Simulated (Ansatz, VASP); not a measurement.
Two plane-wave programs on WSe2

Contents of INCAR:

```
SYSTEM = WSe2
  PREC = Accurate
  ENCUT = 520
  EDIFF = 1E-7
  ISMEAR = 0
  SIGMA = 0.05
  LREAL = .FALSE.
  LASPH = .TRUE.
  NELM = 80
  ALGO = Normal
  ISIF = 2
  LWAVE = .FALSE.
  LCHARG = .TRUE.
  GGA = PS
  LELF = .TRUE.
  LVHAR = .TRUE.
  NBANDS = 20
```

KPOINTS

```
Automatic mesh
0
G
  12 12 2
  0 0 0
```

POSCAR

```
WSe2
1.0
    3.2702526784      0.0000000000      0.0000000000
   -1.6351263392      2.8321218963      0.0000000000
    0.0000000000      0.0000000000     16.6612169706
W Se
1 2
Direct
    0.0000000000      0.0000000000      0.0000000000
    0.3333333333      0.6666666667      0.1003992721
    0.3333333333      0.6666666667      0.8996007279
```

Input for Ansatz:

```yaml
crystal:
  lattice:
    - [3.2702526784, 0.0, 0.0]
    - [-1.6351263392, 2.8321218963, 0.0]
    - [0.0, 0.0, 16.6612170741]
  atoms:
    - { symbol: W, position: [0.0, 0.0, 0.0] }
    - { symbol: Se, position: [0.3333333333, 0.6666666667, 0.1003992715] }
    - { symbol: Se, position: [0.3333333333, 0.6666666667, 0.8996007285] }
basis:
  ecutwfc: 420
kpoints:
  mp_grid: { grid: [12, 12, 2] }
hamiltonian:
  xc: pbesol
scf:
  occupations: { method: gaussian, width: 0.05 }
output:
  forces: true
  stress: true
  eigenvalues: true
  write_density: true
  write_potential: true
  elf: true
  volumetric_format: npy
```

Alike in both runs: task single point; functional PBEsol; k mesh 12 × 12 × 2; occupations gaussian, width 0.05 eV; no spin polarisation.

```csv
,VASP,Ansatz
version,VASP 6.6.1,Ansatz 0.2.0
potentials or method,"VASP PAW PBE potentials, release 64 (W_sv, Se), cutoff 520 eV","scalar-relativistic, plane waves, PAW"
valence electrons in the cell,26,46
```

|  | VASP | Ansatz | Ansatz less VASP |
| --- | --- | --- | --- |
| gap on the k mesh at the Fermi level (eV) | 1.69 | 1.69 | -0.001 |
| least direct gap on the mesh (eV) | 1.69 | 1.69 | +0.003 |
| rms of the force components (eV/Å) | 0.028 | 0.001 | -0.0278 |

VASP's potentials were made for PBE, not for PBEsol. Atom by atom the forces differ by 0.029 eV/Å (rms over components). The functional is the same, so the differences come from potentials, cutoffs and numerics. VASP's potentials hold 26 valence electrons a cell and Ansatz's 46, so a difference there can come from the potentials and not from the codes. Ansatz's warnings: xc potential rough in thin density.

Spin-orbit coupling is off throughout.
